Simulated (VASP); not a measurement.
# ZrS2 (P-3m1) in VASP: settings compared

The runs below take ZrS2 through single point, with revPBE, LDA, PBEsol, BLYP.

Everything below comes from runs of VASP 6.6.1. Logs are shortened: lines on timing, memory, paths and dates and some standing lists are left out, and cuts for length are marked.

### Step 1. The cell of the first run

The structure is trigonal, space group P-3m1 (No. 164). The conventional cell has a = 3.691 Å, b = 3.691 Å, c = 6.041 Å, α = 90.00°, β = 90.00°, γ = 120.00°. Zr (site symmetry -3m) has 6 S at 2.57 Å within 3.4 Å. Within 3.4 Å of S (site symmetry 3m) lie 3 Zr at 2.57 Å.

### Step 2. Single point, revPBE

Input file INCAR:

```
SYSTEM = ZrS2
PREC = Accurate
ENCUT = 500
EDIFF = 1E-6
ISMEAR = -1
SIGMA = 0.05
LREAL = .False.
LASPH = .True.
NELM = 120
ALGO = Normal
ISIF = 2
LWAVE = .False.
LCHARG = .True.
GGA = RE
LELF = .True.
LVHAR = .True.
NBANDS = 19
GGA_COMPAT = .False.
```

Input file KPOINTS:

```
regular mesh
0
Gamma
  12 12 4
  0 0 0
```

Input file POSCAR:

```
ZrS2
1.0
    3.6913830000      0.0000000000      0.0000000000
   -1.8456915000      3.1968314531      0.0000000000
    0.0000000000      0.0000000000      6.0410770000
Zr S
1 2
Direct
    0.0000000000      0.0000000000      0.0000000000
    0.6666670000      0.3333330000      0.7620900000
    0.3333330000      0.6666670000      0.2379100000
```

Potentials or basis: VASP PAW PBE potentials, release 64 (Zr_sv, S).

Launch:

```console
cat potpaw_PBE.64/Zr_sv/POTCAR potpaw_PBE.64/S/POTCAR > POTCAR
mpirun -np 1 vasp_std > vasp.out
```

OUTCAR:

```text
SYSTEM = ZrS2
   PREC = Accurate
   ENCUT = 500
   EDIFF = 1E-6
   ISMEAR = -1
   LREAL = .False.
   LASPH = .True.
   NELM = 120
   ISIF = 2
   GGA = RE

 ion  position               nearest neighbor table
   1  0.000  0.000  0.000-   2 2.57   3 2.57   2 2.57   3 2.57   2 2.57   3 2.57
   2  0.667  0.333  0.762-   1 2.57   1 2.57   1 2.57
   3  0.333  0.667  0.238-   1 2.57   1 2.57   1 2.57

  LATTYP: Found a hexagonal cell.
 ALAT       =     3.6913830000
 C/A-ratio  =     1.6365348705

  Lattice vectors:

 A1 = (   3.6913830000,   0.0000000000,   0.0000000000)
 A2 = (  -1.8456915000,   3.1968314531,   0.0000000000)
 A3 = (   0.0000000000,   0.0000000000,   6.0410770000)

Analysis of symmetry for initial positions (statically):
=====================================================================
 Subroutine PRICEL returns:
 Original cell was already a primitive cell.

 Routine SETGRP: Setting up the symmetry group for a
 hexagonal supercell.

 Subroutine GETGRP returns: Found 12 space group operations
 (whereof 12 operations were pure point group operations)
 out of a pool of 24 trial point group operations.

The static configuration has the point symmetry D_3d.

Analysis of symmetry for dynamics (positions and initial velocities):
=====================================================================
 Subroutine PRICEL returns:
 Original cell was already a primitive cell.

 Routine SETGRP: Setting up the symmetry group for a
 hexagonal supercell.

 Subroutine GETGRP returns: Found 12 space group operations
 (whereof 12 operations were pure point group operations)
 out of a pool of 24 trial point group operations.

The dynamic configuration has the point symmetry D_3d.

 Subroutine INISYM returns: Found 12 space group operations
 (whereof 12 operations are pure point group operations),
 and found     1 'primitive' translations

----------------------------------------------------------------------------------------

                                     Primitive cell

  volume of cell :      71.2891

  direct lattice vectors                    reciprocal lattice vectors
     3.691383000  0.000000000  0.000000000     0.270901177  0.156404868  0.000000000
    -1.845691500  3.196831453  0.000000000     0.000000000  0.312809735  0.000000000
[... 78 lines left out ...]
   PREC   = accura    normal or accurate (medium, high low for compatibility)
   ISTART =      0    job   : 0-new  1-cont  2-samecut
   ICHARG =      2    charge: 1-file 2-atom 10-const
   ISPIN  =      1    spin polarized calculation?
   LNONCOLLINEAR =      F non collinear calculations
   LSORBIT =      F    spin-orbit coupling
   LASPH  =      T    aspherical Exc in radial PAW
   ENCUT  =  500.0 eV  36.75 Ry    6.06 a.u.   6.73  6.73 11.01*2*pi/ulx,y,z
   NELM   =    120;   NELMIN=  2; NELMDL= -5     # of ELM steps
   EDIFF  = 0.1E-05   stopping-criterion for ELM
   LREAL  =      F    real-space projection
   EDIFFG = 0.1E-04   stopping-criterion for IOM
   NSW    =      0    number of steps for IOM
   IBRION =     -1    ionic relax: 0-MD 1-quasi-New 2-CG
   NFREE  =      0    steps in history (QN), initial steepest desc. (CG)
   ISIF   =      2    stress and relaxation
   ISYM   =      2    0-nonsym 1-usesym 2-fastsym
   POTIM  = 0.5000    time-step for ionic-motion
   TEBEG  =    0.0;   TEEND  =   0.0 temperature during run
   PSTRESS=    0.0 pullay stress
   NELECT =      24.0000    total number of electrons
   NUPDOWN=      -1.0000    fix difference up-down
   EMIN   =  10.00;   EMAX   =-10.00  energy-range for DOS
   EFERMI =   0.00;   METHOD = LEGACY
   ISMEAR =    -1;   SIGMA  =   0.05  broadening in eV -4-tet -1-fermi 0-gaus
   EFERMI_NEDOS =   21; number of points for ismear=-14 and -15
   IALGO  =     38    algorithm
   IMIX   =      4    mixing-type and parameters
     AMIX     =   0.40;   BMIX     =  1.00
     AMIX_MAG =   1.60;   BMIX_MAG =  1.00
  volume/ion in A,a.u.               =      23.76       160.36
  Fermi-wavevector in a.u.,A,eV,Ry     =   1.138861  2.152136 17.646825  1.297005
  Thomas-Fermi vector in A             =   2.275565
   LORBIT       =      0    0 simple, 1 ext, 2 COOP (PROOUT), +10 PAW based schemes
   GGA     = RE    functional components
   LHFCALC =     F    Hartree Fock is set to
   AEXX    =    0.0000 exact exchange contribution
   IVDW    =     0    specifies the selected vdW correction
   LEPSILON=     F    determine dielectric tensor
   LRPA    =     F    only Hartree local field effects (RPA)
 non-spin polarized calculation
  energy-cutoff  :      500.00
  volume of cell :       71.29
 maximum number of plane-waves:      1834
 NGX is ok and might be reduce to    28
   NGX = 13   NGY = 13   NGZ = 23

 number of electron      23.9999999 magnetization

 Free energy of the ion-electron system (eV)
  ---------------------------------------------------
  ext. energy  EPLUGINS =         0.00000000
  ---------------------------------------------------
  free energy    TOTEN  =       -20.53110118 eV

  energy without entropy =      -20.53110024  energy(sigma->0) =      -20.53110071

 E-fermi :   4.7304     XC(G=0):  -9.1657

 val. band max:        4.1685831685   @ k =   0.0833   0.0000   0.0000
 cond. band min:       5.2515013574   @ k =   0.5000   0.0000   0.5000
 fundamental gap:      1.0829181888
 Fermi energy:         4.7303741227

 k-point     1 :       0.0000    0.0000    0.0000
  band No.  band energies     occupation
      1     -44.8224      2.00000
      2     -22.8783      2.00000
      3     -22.7255      2.00000
      4     -22.7255      2.00000
      5      -8.3697      2.00000
      6      -6.9879      2.00000
[... 505 lines left out ...]
      6      -7.1512      2.00000
[... 11 lines left out ...]
     18      11.3841      0.00000
     19      12.0410      0.00000

 [... further k-points ...]
[... 5 lines left out ...]
  --------------------------------------------------------------------------------------
  -------------------------------------------------------------------------------------
  Total        0.7026259      0.7026259      1.2079278      0.0000000      0.0000000     -0.0000000
  in kB       15.7910689     15.7910689     27.1474064      0.0000000      0.0000000     -0.0000000
  external PRESSURE =      19.5765147 kB  Pullay stress =       0.0000000 kB

 VOLUME and BASIS-vectors are now :
 -----------------------------------------------------------------------------
  energy-cutoff  :      500.00
  volume of cell :       71.29
      direct lattice vectors                 reciprocal lattice vectors
     3.691383000  0.000000000  0.000000000     0.270901177  0.156404868  0.000000000
    -1.845691500  3.196831453  0.000000000     0.000000000  0.312809735  0.000000000
     0.000000000  0.000000000  6.041077000     0.000000000  0.000000000  0.165533397

 POSITION                                       TOTAL-FORCE (eV/Angst)
 -----------------------------------------------------------------------------------
      0.00000      0.00000      0.00000        -0.000000      0.000000      0.000000
      1.84569      1.06561      4.60384         0.000000     -0.000000     -0.104920
     -0.00000      2.13122      1.43723         0.000000      0.000000      0.104920
 -----------------------------------------------------------------------------------
    total drift:                                0.000000      0.000000      0.000000

  FREE ENERGIE OF THE ION-ELECTRON SYSTEM (eV)
  ---------------------------------------------------
  free  energy   TOTEN  =       -20.5311011779 eV

  energy  without entropy=      -20.5311002416  energy(sigma->0) =      -20.53110071
```

Wall time 93 s (1 thread of Intel Xeon Platinum 8375C at 2.90GHz (Ice Lake), shared host); peak memory 0.23 GiB.

What came out:

- Free energy: -20.5311 eV
- Pressure: 2.0 GPa
- Largest force: 0.105 eV/Å
- Band gap on the k mesh: 1.08 eV, indirect (least direct gap 1.68 eV)

Forces in eV/Å, atoms in the order of the input:
```
Zr   0.000  0.000  0.000
S    0.000  0.000 -0.105
S    0.000  0.000  0.105
```

Caveat: the PAW data sets were made with another functional, which shifts forces and pressure a little; this functional lacks dispersion, which binds the layers, so the pressure and a relaxed spacing across them are unreliable. A k mesh can miss the band edges.

### Step 3. Single point, LDA

Input file INCAR:

```
ALGO     = Normal         # electronic algorithm
EDIFF    = 1E-6           # SCF threshold, eV
ENCUT    = 500            # plane-wave cutoff, eV
GGA_COMPAT= F            
ISIF     = 2              # what is computed and relaxed
ISMEAR   = -1             # smearing method
LASPH    = T              # aspherical terms in the spheres
LCHARG   = T              # write CHGCAR
LELF     = T              # ELF
LREAL    = F              # projectors in reciprocal space
LVHAR    = T            
LWAVE    = F              # write WAVECAR
NBANDS   = 19             # bands
NELM     = 120            # most SCF steps
PREC     = Accurate       # precision mode
SIGMA    = 0.05           # smearing width, eV
```

Input file KPOINTS:

```
k-points
0
Gamma
  12 12 4
```

POSCAR is that of step 2.

Potentials or basis: VASP PAW LDA potentials, release 64 (Zr_sv, S).

Launch:

```console
cat potpaw_LDA.64/Zr_sv/POTCAR potpaw_LDA.64/S/POTCAR > POTCAR
mpirun -np 1 vasp_std > vasp.out
```

It took 93 s on 1 thread of Intel Xeon Platinum 8375C at 2.90GHz (Ice Lake), shared host; peak memory 0.2 GiB.

It converged, with:

| Quantity | Value |
| --- | --- |
| Free energy | -23.3153 eV |
| Pressure | -4.5 GPa |
| Largest force | 0.279 eV/Å |
| Band gap on the k mesh | 0.92 eV, indirect (least direct gap 1.53 eV) |

Forces in eV/Å, atoms in the order of the input:
```
Zr   0.000  0.000  0.000
S    0.000  0.000  0.279
S    0.000  0.000 -0.279
```

Stress tensor (GPa, compression positive):
```
-5.11  0.00  0.00
 0.00 -5.11  0.00
 0.00  0.00 -3.32
```

Levels at points of the mesh, in eV from the valence-band top:
| k point | band 8 | band 9 | band 10 | band 11 | band 12 | band 13 | band 14 | band 15 | band 16 | band 17 |
| --- | --- | --- | --- | --- | --- | --- | --- | --- | --- | --- |
| (0.00, 0.00, 0.00) | -2.78 | -2.78 | -0.07 | -0.07 | -0.04 | 1.49 | 1.49 | 2.31 | 4.98 | 4.98 |
| (0.50, 0.00, 0.00) | -2.57 | -2.45 | -2.39 | -1.68 | -1.16 | 1.09 | 3.15 | 3.41 | 5.68 | 5.86 |
| (0.00, 0.00, 0.50) | -2.75 | -2.75 | -1.65 | -0.17 | -0.17 | 1.46 | 1.46 | 2.64 | 5.28 | 5.28 |
| (0.50, 0.00, 0.50) | -3.10 | -2.56 | -2.23 | -0.96 | -0.79 | 0.92 | 3.14 | 3.41 | 5.27 | 5.67 |

A k mesh can miss the band edges. LDA gaps usually lie below the measured ones, often by a third to a half.

### Step 4. Single point, PBEsol

Input file INCAR:

```
PREC = Accurate
ENCUT = 500
EDIFF = 1E-6
ISMEAR = -1
SIGMA = 0.05
LREAL = F
LASPH = T
NELM = 120
ALGO = Normal
ISIF = 2
LWAVE = F
LCHARG = T
GGA = PS
LELF = T
LVHAR = T
NBANDS = 19
GGA_COMPAT = F
```

Input file KPOINTS:

```
regular mesh
0
Gamma
  12 12 4
```

POSCAR is that of step 3.

Potentials or basis: VASP PAW PBE potentials, release 64 (Zr_sv, S).

Launch:

```console
cat potpaw_PBE.64/Zr_sv/POTCAR potpaw_PBE.64/S/POTCAR > POTCAR
mpirun -np 1 vasp_std > vasp.out
```

OUTCAR:

```text
PREC = Accurate
   ENCUT = 500
   EDIFF = 1E-6
   ISMEAR = -1
   LREAL = F
   LASPH = T
   NELM = 120
   ISIF = 2
   GGA = PS

 ion  position               nearest neighbor table
   1  0.000  0.000  0.000-   2 2.57   3 2.57   2 2.57   3 2.57   2 2.57   3 2.57
   2  0.667  0.333  0.762-   1 2.57   1 2.57   1 2.57
   3  0.333  0.667  0.238-   1 2.57   1 2.57   1 2.57

  LATTYP: Found a hexagonal cell.
 ALAT       =     3.6913830000
 C/A-ratio  =     1.6365348705

  Lattice vectors:

 A1 = (   3.6913830000,   0.0000000000,   0.0000000000)
 A2 = (  -1.8456915000,   3.1968314531,   0.0000000000)
 A3 = (   0.0000000000,   0.0000000000,   6.0410770000)

Analysis of symmetry for initial positions (statically):
=====================================================================
 Subroutine PRICEL returns:
 Original cell was already a primitive cell.

 Routine SETGRP: Setting up the symmetry group for a
 hexagonal supercell.

 Subroutine GETGRP returns: Found 12 space group operations
 (whereof 12 operations were pure point group operations)
 out of a pool of 24 trial point group operations.

The static configuration has the point symmetry D_3d.

Analysis of symmetry for dynamics (positions and initial velocities):
=====================================================================
 Subroutine PRICEL returns:
 Original cell was already a primitive cell.

 Routine SETGRP: Setting up the symmetry group for a
 hexagonal supercell.

 Subroutine GETGRP returns: Found 12 space group operations
 (whereof 12 operations were pure point group operations)
 out of a pool of 24 trial point group operations.

The dynamic configuration has the point symmetry D_3d.

 Subroutine INISYM returns: Found 12 space group operations
 (whereof 12 operations are pure point group operations),
[... 106 lines left out ...]
   POTIM  = 0.5000    time-step for ionic-motion
   TEBEG  =    0.0;   TEEND  =   0.0 temperature during run
   PSTRESS=    0.0 pullay stress
   NELECT =      24.0000    total number of electrons
   NUPDOWN=      -1.0000    fix difference up-down
   EMIN   =  10.00;   EMAX   =-10.00  energy-range for DOS
   EFERMI =   0.00;   METHOD = LEGACY
   ISMEAR =    -1;   SIGMA  =   0.05  broadening in eV -4-tet -1-fermi 0-gaus
   EFERMI_NEDOS =   21; number of points for ismear=-14 and -15
   IALGO  =     38    algorithm
   IMIX   =      4    mixing-type and parameters
     AMIX     =   0.40;   BMIX     =  1.00
     AMIX_MAG =   1.60;   BMIX_MAG =  1.00
  volume/ion in A,a.u.               =      23.76       160.36
  Fermi-wavevector in a.u.,A,eV,Ry     =   1.138861  2.152136 17.646825  1.297005
  Thomas-Fermi vector in A             =   2.275565
   LORBIT       =      0    0 simple, 1 ext, 2 COOP (PROOUT), +10 PAW based schemes
   GGA     = PS    functional components
   LHFCALC =     F    Hartree Fock is set to
   AEXX    =    0.0000 exact exchange contribution
   IVDW    =     0    specifies the selected vdW correction
   LEPSILON=     F    determine dielectric tensor
   LRPA    =     F    only Hartree local field effects (RPA)
 non-spin polarized calculation
  energy-cutoff  :      500.00
  volume of cell :       71.29
 maximum number of plane-waves:      1834
 NGX is ok and might be reduce to    28
   NGX = 13   NGY = 13   NGZ = 23

 number of electron      23.9999999 magnetization

 Free energy of the ion-electron system (eV)
  ---------------------------------------------------
  ext. energy  EPLUGINS =         0.00000000
  ---------------------------------------------------
  free energy    TOTEN  =       -22.53700034 eV

  energy without entropy =      -22.53699779  energy(sigma->0) =      -22.53699906

 E-fermi :   4.5472     XC(G=0):  -9.5133

 val. band max:        4.0396340120   @ k =   0.0833   0.0833   0.0000
 cond. band min:       5.0109393733   @ k =   0.5000   0.0000   0.5000
 fundamental gap:      0.9713053613
 Fermi energy:         4.5472274640

 k-point     1 :       0.0000    0.0000    0.0000
  band No.  band energies     occupation
      1     -44.8188      2.00000
      2     -22.9130      2.00000
      3     -22.7629      2.00000
      4     -22.7628      2.00000
      5      -8.5200      2.00000
      6      -7.1047      2.00000
[... 505 lines left out ...]
      6      -7.2726      2.00000
[... 11 lines left out ...]
     18      11.0277      0.00000
     19      11.6759      0.00000

 [... further k-points ...]
[... 5 lines left out ...]
  --------------------------------------------------------------------------------------
  -------------------------------------------------------------------------------------
  Total       -1.3811763     -1.3811763     -0.5617678      0.0000000      0.0000000     -0.0000000
  in kB      -31.0410545    -31.0410545    -12.6253732      0.0000000      0.0000000     -0.0000000
  external PRESSURE =     -24.9024940 kB  Pullay stress =       0.0000000 kB

 VOLUME and BASIS-vectors are now :
 -----------------------------------------------------------------------------
  energy-cutoff  :      500.00
  volume of cell :       71.29
      direct lattice vectors                 reciprocal lattice vectors
     3.691383000  0.000000000  0.000000000     0.270901177  0.156404868  0.000000000
    -1.845691500  3.196831453  0.000000000     0.000000000  0.312809735  0.000000000
     0.000000000  0.000000000  6.041077000     0.000000000  0.000000000  0.165533397

 POSITION                                       TOTAL-FORCE (eV/Angst)
 -----------------------------------------------------------------------------------
      0.00000      0.00000      0.00000         0.000000      0.000000      0.000000
      1.84569      1.06561      4.60384        -0.000000      0.000000      0.132725
     -0.00000      2.13122      1.43723         0.000000     -0.000000     -0.132725
 -----------------------------------------------------------------------------------
    total drift:                                0.000000      0.000000      0.000000

  FREE ENERGIE OF THE ION-ELECTRON SYSTEM (eV)
  ---------------------------------------------------
  free  energy   TOTEN  =       -22.5370003401 eV

  energy  without entropy=      -22.5369977878  energy(sigma->0) =      -22.53699906
```

OSZICAR:

```text
N       E                     dE             d eps       ncg     rms          rms(c)
DAV:   1     0.162682335167E+03    0.16268E+03   -0.11528E+04  2622   0.112E+03
DAV:   2    -0.145838780982E+02   -0.17727E+03   -0.17294E+03  3373   0.272E+02
DAV:   3    -0.243790277054E+02   -0.97951E+01   -0.97467E+01  4324   0.584E+01
DAV:   4    -0.246074222919E+02   -0.22839E+00   -0.22801E+00  3723   0.775E+00
DAV:   5    -0.246129219066E+02   -0.54996E-02   -0.54985E-02  3889   0.109E+00    0.160E+01
DAV:   6    -0.226176516380E+02    0.19953E+01   -0.57889E+00  2912   0.136E+01    0.743E+00
DAV:   7    -0.225401941045E+02    0.77458E-01   -0.52171E-01  3621   0.393E+00    0.352E+00
DAV:   8    -0.225375352827E+02    0.26588E-02   -0.80826E-02  3303   0.166E+00    0.608E-01
DAV:   9    -0.225368888386E+02    0.64644E-03   -0.94740E-03  3119   0.611E-01    0.467E-01
DAV:  10    -0.225371361674E+02   -0.24733E-03   -0.29301E-03  3106   0.369E-01    0.305E-01
DAV:  11    -0.225369824040E+02    0.15376E-03   -0.51615E-04  3014   0.148E-01    0.545E-02
DAV:  12    -0.225370043162E+02   -0.21912E-04   -0.10053E-04  2950   0.506E-02    0.379E-02
DAV:  13    -0.225370004009E+02    0.39153E-05   -0.86110E-06  3347   0.148E-02    0.130E-02
DAV:  14    -0.225370003401E+02    0.60753E-07   -0.95670E-07  2193   0.454E-03
   1 F= -.22537000E+02 E0= -.22536999E+02  d E =-.255230E-05
```

Run time: 2 min. Hardware: 1 thread of Intel Xeon Platinum 8375C at 2.90GHz (Ice Lake), shared host; peak memory 0.23 GiB.

Results:

| Property | Result |
| --- | --- |
| Free energy | -22.5370 eV |
| Pressure | -2.5 GPa |
| Largest force | 0.133 eV/Å |
| Band gap on the k mesh | 0.97 eV, indirect (least direct gap 1.59 eV) |

Forces on the atoms (eV/Å):
```
Zr   0.000  0.000  0.000
S    0.000  0.000  0.133
S    0.000  0.000 -0.133
```

Stress tensor (GPa, compression positive):
```
-3.10  0.00  0.00
 0.00 -3.10  0.00
 0.00  0.00 -1.26
```

Levels at points of the mesh, in eV from the valence-band top:
```tsv
k point	band 10	band 11	band 12	band 13	band 14	band 15
(0.00, 0.00, 0.00)	-0.07	-0.07	-0.04	1.55	1.55	2.39
(0.50, 0.00, 0.00)	-2.38	-1.67	-1.16	1.14	3.22	3.48
(0.00, 0.00, 0.50)	-1.60	-0.17	-0.17	1.52	1.52	2.70
(0.50, 0.00, 0.50)	-2.22	-0.97	-0.79	0.97	3.21	3.48
```

Caveat: the PAW data sets were made with another functional, which shifts forces and pressure a little; this functional lacks dispersion, which binds the layers, so the pressure and a relaxed spacing across them are unreliable. A k mesh can miss the band edges.

(Part 1 of 2 ends here.)
